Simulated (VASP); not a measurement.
# TiN (Osbornite) (Fm-3m) in VASP: notebook

The runs below take TiN (Osbornite) through single point, with PBEsol.

Everything below comes from runs of VASP 6.6.1. Logs are shortened: lines on timing, memory, paths and dates and some standing lists are left out, and cuts for length are marked.

**1. The cell of the first run**

It takes space group Fm-3m (No. 225, cubic). Conventional cell: a = 4.238 Å, b = 4.238 Å, c = 4.238 Å, α = 90.00°, β = 90.00°, γ = 90.00°. Within 2.8 Å of Ti (site symmetry m-3m) lie 6 N at 2.12 Å. N (site symmetry m-3m) has 6 Ti at 2.12 Å within 2.8 Å.

**2. Single point, PBEsol**

INCAR

```
ALGO = Normal
EDIFF = 1E-6
ENCUT = 600
GGA = PS
GGA_COMPAT = False
ISIF = 2
ISMEAR = 1
LASPH = True
LCHARG = False
LREAL = False
LWAVE = False
NBANDS = 16
NELM = 120
PREC = Accurate
SIGMA = 0.1
```

KPOINTS

```
k-points
0
Gamma
  9 9 9
```

POSCAR

```
TiN
1.0
    2.9967190000      0.0000000000      0.0000000000
    1.4983595000      2.5952347820      0.0000000000
    1.4983595000      0.8650782607      2.4468108175
Ti N
1 1
Direct
    0.0000000000      0.0000000000      0.0000000000
    0.5000000000      0.5000000000      0.5000000000
```

Potentials or basis: VASP PAW PBE potentials, release 64 (Ti_sv, N).

Started as:

```sh
$ cat potpaw_PBE.64/Ti_sv/POTCAR potpaw_PBE.64/N/POTCAR > POTCAR
$ mpirun -np 1 vasp_std > vasp.out
```

OUTCAR:

```text
EDIFF = 1E-6
   ENCUT = 600
   GGA = PS
   ISIF = 2
   ISMEAR = 1
   LASPH = True
   LREAL = False
   NELM = 120
   PREC = Accurate

 ion  position               nearest neighbor table
   1  0.000  0.000  0.000-   2 2.12   2 2.12   2 2.12   2 2.12   2 2.12   2 2.12
   2  0.500  0.500  0.500-   1 2.12   1 2.12   1 2.12   1 2.12   1 2.12   1 2.12

  LATTYP: Found a face centered cubic cell.
 ALAT       =     4.2380006524

  Lattice vectors:

 A1 = (   2.9967190000,   0.0000000000,   0.0000000000)
 A2 = (   1.4983595000,   2.5952347820,   0.0000000000)
 A3 = (   1.4983595000,   0.8650782607,   2.4468108175)

Analysis of symmetry for initial positions (statically):
=====================================================================
 Subroutine PRICEL returns:
 Original cell was already a primitive cell.

 Routine SETGRP: Setting up the symmetry group for a
 face centered cubic supercell.

 Subroutine GETGRP returns: Found 48 space group operations
 (whereof 48 operations were pure point group operations)
 out of a pool of 48 trial point group operations.

The static configuration has the point symmetry O_h .

Analysis of symmetry for dynamics (positions and initial velocities):
=====================================================================
 Subroutine PRICEL returns:
 Original cell was already a primitive cell.

 Routine SETGRP: Setting up the symmetry group for a
 face centered cubic supercell.

 Subroutine GETGRP returns: Found 48 space group operations
 (whereof 48 operations were pure point group operations)
 out of a pool of 48 trial point group operations.

The dynamic configuration has the point symmetry O_h .

 Subroutine INISYM returns: Found 48 space group operations
 (whereof 48 operations are pure point group operations),
 and found     1 'primitive' translations

----------------------------------------------------------------------------------------

                                     Primitive cell

  volume of cell :      19.0293

  direct lattice vectors                    reciprocal lattice vectors
     2.996719000  0.000000000  0.000000000     0.333698288 -0.192660796 -0.136231756
     1.498359500  2.595234782  0.000000000     0.000000000  0.385321593 -0.136231756
     1.498359500  0.865078261  2.446810817     0.000000000  0.000000000  0.408695267

  length of vectors
     2.996719000  2.996719000  2.996719000     0.408695267  0.408695267  0.408695267

  position of ions in fractional coordinates (direct lattice)
     0.000000000  0.000000000  0.000000000
     0.500000000  0.500000000  0.500000000

  ion indices of the primitive-cell ions
   primitive index   ion index
                 1           1
                 2           2

----------------------------------------------------------------------------------------

 KPOINTS: k-points

Automatic generation of k-mesh.
 Grid dimensions read from file:
 generate k-points for:    9    9    9

 Generating k-lattice:

  Cartesian coordinates                     Fractional coordinates (reciprocal lattice)
     0.037077588 -0.021406755 -0.015136862     0.111111111  0.000000000  0.000000000
     0.000000000  0.042813510 -0.015136862     0.000000000  0.111111111  0.000000000
     0.000000000  0.000000000  0.045410585     0.000000000  0.000000000  0.111111111

  Length of vectors
     0.045410585  0.045410585  0.045410585

  Shift w.r.t. Gamma in fractional coordinates (k-lattice)
     0.000000000  0.000000000  0.000000000

 Subroutine IBZKPT returns following result:
 ===========================================

 Found     35 irreducible k-points:

 Following reciprocal coordinates:
            Coordinates               Weight
  0.000000  0.000000  0.000000      1.000000
  0.111111  0.000000  0.000000      8.000000
  0.222222 -0.000000  0.000000      8.000000
  0.333333 -0.000000 -0.000000      8.000000
  0.444444 -0.000000  0.000000      8.000000
  0.111111  0.111111  0.000000      6.000000
[... 16 lines left out ...]
 -0.333333  0.333333 -0.000000     12.000000
  0.444444  0.444444  0.000000      6.000000
 [... further k-points ...]
   k-points           NKPTS =     35   k-points in BZ     NKDIM =     35   number of bands    NBANDS=     16
   number of dos      NEDOS =    301   number of ions     NIONS =      2
   total plane-waves  NPLWV =  13824
   dimension x,y,z NGX =    24 NGY =   24 NGZ =   24
   dimension x,y,z NGXF=    48 NGYF=   48 NGZF=   48
   ions per type =               1   1
   NGX,Y,Z   is equivalent  to a cutoff of  13.31, 13.31, 13.31 a.u.
   NGXF,Y,Z  is equivalent  to a cutoff of  26.63, 26.63, 26.63 a.u.
 SYSTEM =  unknown system
   PREC   = accura    normal or accurate (medium, high low for compatibility)
   ISTART =      0    job   : 0-new  1-cont  2-samecut
   ICHARG =      2    charge: 1-file 2-atom 10-const
   ISPIN  =      1    spin polarized calculation?
   LNONCOLLINEAR =      F non collinear calculations
   LSORBIT =      F    spin-orbit coupling
   LASPH  =      T    aspherical Exc in radial PAW
   ENCUT  =  600.0 eV  44.10 Ry    6.64 a.u.   5.99  5.99  5.99*2*pi/ulx,y,z
   NELM   =    120;   NELMIN=  2; NELMDL= -5     # of ELM steps
   EDIFF  = 0.1E-05   stopping-criterion for ELM
   LREAL  =      F    real-space projection
   EDIFFG = 0.1E-04   stopping-criterion for IOM
   NSW    =      0    number of steps for IOM
   IBRION =     -1    ionic relax: 0-MD 1-quasi-New 2-CG
   NFREE  =      0    steps in history (QN), initial steepest desc. (CG)
   ISIF   =      2    stress and relaxation
   ISYM   =      2    0-nonsym 1-usesym 2-fastsym
   POTIM  = 0.5000    time-step for ionic-motion
   TEBEG  =    0.0;   TEEND  =   0.0 temperature during run
   PSTRESS=    0.0 pullay stress
   NELECT =      17.0000    total number of electrons
   NUPDOWN=      -1.0000    fix difference up-down
   EMIN   =  10.00;   EMAX   =-10.00  energy-range for DOS
   EFERMI =   0.00;   METHOD = LEGACY
   ISMEAR =     1;   SIGMA  =   0.10  broadening in eV -4-tet -1-fermi 0-gaus
   EFERMI_NEDOS =   21; number of points for ismear=-14 and -15
   IALGO  =     38    algorithm
   IMIX   =      4    mixing-type and parameters
     AMIX     =   0.40;   BMIX     =  1.00
     AMIX_MAG =   1.60;   BMIX_MAG =  1.00
  volume/ion in A,a.u.               =       9.51        64.21
  Fermi-wavevector in a.u.,A,eV,Ry     =   1.576704  2.979538 33.824014  2.485995
  Thomas-Fermi vector in A             =   2.677497
   LORBIT       =      0    0 simple, 1 ext, 2 COOP (PROOUT), +10 PAW based schemes
   GGA     = PS    functional components
   LHFCALC =     F    Hartree Fock is set to
   AEXX    =    0.0000 exact exchange contribution
   IVDW    =     0    specifies the selected vdW correction
   LEPSILON=     F    determine dielectric tensor
   LRPA    =     F    only Hartree local field effects (RPA)
 non-spin polarized calculation
 Methfessel and Paxton  Order N= 1 SIGMA  =   0.10
  energy-cutoff  :      600.00
  volume of cell :       19.03
 maximum number of plane-waves:       650
   NGX = 11   NGY = 11   NGZ = 11

 number of electron      17.0000001 magnetization

 Free energy of the ion-electron system (eV)
  ---------------------------------------------------
  ext. energy  EPLUGINS =         0.00000000
  ---------------------------------------------------
  free energy    TOTEN  =       -20.77940444 eV

  energy without entropy =      -20.77957086  energy(sigma->0) =      -20.77945992

 E-fermi :  11.2795     XC(G=0): -13.2375

 val. band max:       11.2352577709   @ k =   0.1111   0.0000   0.0000
 cond. band min:      11.3466798431   @ k =   0.4444   0.2222   0.1111
 fundamental gap:      0.1114220722
 Fermi energy:        11.2795136072

 k-point     1 :       0.0000    0.0000    0.0000
  band No.  band energies     occupation
      1     -46.2684      2.00000
      2     -22.3460      2.00000
      3     -22.3460      2.00000
      4     -22.3460      2.00000
      5      -5.7091      2.00000
      6       9.3266      2.00000
[... 8 lines left out ...]
     15      24.4084      0.00000
     16      31.0972      0.00000

 k-point     2 :       0.1111    0.0000    0.0000
  band No.  band energies     occupation
      1     -46.2567      2.00000
      2     -22.4275      2.00000
      3     -22.3528      2.00000
      4     -22.3528      2.00000
      5      -5.4680      2.00000
      6       8.1579      2.00000
[... 8 lines left out ...]
     15      24.5533      0.00000
     16      30.7282      0.00000

 k-point     3 :       0.2222   -0.0000    0.0000
  band No.  band energies     occupation
      1     -46.2270      2.00000
      2     -22.6289      2.00000
      3     -22.3699      2.00000
      4     -22.3699      2.00000
      5      -4.8176      2.00000
      6       6.2543      2.00000
[... 8 lines left out ...]
     15      24.3181      0.00000
     16      29.3266      0.00000

 k-point     4 :       0.3333   -0.0000   -0.0000
  band No.  band energies     occupation
      1     -46.1930      2.00000
      2     -22.8503      2.00000
      3     -22.3892      2.00000
      4     -22.3892      2.00000
      5      -3.9689      2.00000
      6       4.4990      2.00000
[... 8 lines left out ...]
     15      24.2598      0.00000
     16      27.3718      0.00000
[... 324 lines left out ...]
 k-point    22 :      -0.4444    0.3333    0.0000
  band No.  band energies     occupation
      1     -46.1400      2.00000
      2     -22.8347      2.00000
      3     -22.6532      2.00000
      4     -22.5085      2.00000
      5      -3.8984      2.00000
      6       5.2802      2.00000
[... 8 lines left out ...]
     15      23.6035      0.00000
     16      24.2608      0.00000

 k-point    23 :      -0.3333    0.3333   -0.0000
  band No.  band energies     occupation
      1     -46.1432      2.00000
      2     -22.7766      2.00000
      3     -22.7364      2.00000
      4     -22.4695      2.00000
      5      -3.6576      2.00000
      6       4.7951      2.00000
[... 8 lines left out ...]
     15      22.8443      0.00000
     16      24.5574      0.00000

 k-point    24 :       0.4444    0.4444    0.0000
  band No.  band energies     occupation
      1     -46.1394      2.00000
      2     -22.8831      2.00000
      3     -22.5510      2.00000
      4     -22.5510      2.00000
      5      -4.2662      2.00000
      6       5.3796      2.00000
[... 8 lines left out ...]
     15      23.3453      0.00000
     16      25.7534      0.00000

 [... further k-points ...]
[... 5 lines left out ...]
  --------------------------------------------------------------------------------------
  -------------------------------------------------------------------------------------
  Total       -0.7886618     -0.7886618     -0.7886618     -0.0000000     -0.0000000      0.0000000
  in kB      -66.4015698    -66.4015698    -66.4015698     -0.0000000     -0.0000000      0.0000000
  external PRESSURE =     -66.4015698 kB  Pullay stress =       0.0000000 kB

 VOLUME and BASIS-vectors are now :
 -----------------------------------------------------------------------------
  energy-cutoff  :      600.00
  volume of cell :       19.03
      direct lattice vectors                 reciprocal lattice vectors
     2.996719000  0.000000000  0.000000000     0.333698288 -0.192660796 -0.136231756
     1.498359500  2.595234782  0.000000000     0.000000000  0.385321593 -0.136231756
     1.498359500  0.865078261  2.446810817     0.000000000  0.000000000  0.408695267

 POSITION                                       TOTAL-FORCE (eV/Angst)
 -----------------------------------------------------------------------------------
      0.00000      0.00000      0.00000        -0.000000     -0.000000      0.000000
      2.99672      1.73016      1.22341         0.000000      0.000000      0.000000
 -----------------------------------------------------------------------------------
    total drift:                               -0.000000      0.000000      0.000000

  FREE ENERGIE OF THE ION-ELECTRON SYSTEM (eV)
  ---------------------------------------------------
  free  energy   TOTEN  =       -20.7794044441 eV

  energy  without entropy=      -20.7795708635  energy(sigma->0) =      -20.77945992
```

Run time: 6 s. Hardware: 1 thread of Intel Xeon 6975P-C (Granite Rapids), shared host; peak memory 0.14 GiB.

What came out:

| Property | Result |
| --- | --- |
| Free energy | -20.7794 eV |
| Pressure | -6.6 GPa |

Levels at points of the mesh, in eV from the Fermi level:
```tsv
k point	band 6	band 7	band 8	band 9	band 10	band 11	band 12	band 13
(0.00, 0.00, 0.00)	-1.95	-1.95	-1.95	-0.57	-0.57	-0.57	0.63	0.63
```

Caveat: the PAW data sets were made with another functional, which shifts forces and pressure a little.

**3. Single point, PBEsol**

INCAR

```
SYSTEM = TiN
ALGO = Normal ; EDIFF = 1E-6
ENCUT = 600 ; GGA = PS
GGA_COMPAT = .FALSE. ; ISIF = 2
ISMEAR = 1 ; LASPH = .TRUE.
LCHARG = .TRUE. ; LELF = .TRUE.
LREAL = .FALSE. ; LVHAR = .TRUE.
LWAVE = .FALSE. ; NBANDS = 16
NELM = 120 ; PREC = Accurate
SIGMA = 0.1
```

KPOINTS

```
k-points
0
G
  9 9 9
  0 0 0
```

POSCAR is that of step 2.

Potentials or basis: VASP PAW PBE potentials, release 64 (Ti_sv, N).

Started as:

```sh
$ cat potpaw_PBE.64/Ti_sv/POTCAR potpaw_PBE.64/N/POTCAR > POTCAR
$ mpirun -np 1 vasp_std > vasp.out
```

It took 6 s on 1 thread of Intel Xeon 6975P-C (Granite Rapids), shared host; peak memory 0.14 GiB.

The run converged. Its results:

```yaml
Free_energy: -20.7794 eV
Pressure: -6.6 GPa
```

Levels at points of the mesh, in eV from the Fermi level:
```tsv
k point	band 6	band 7	band 8	band 9	band 10	band 11	band 12	band 13
(0.00, 0.00, 0.00)	-1.95	-1.95	-1.95	-0.57	-0.57	-0.57	0.63	0.63
```

Caveat: the PAW data sets were made with another functional, which shifts forces and pressure a little.
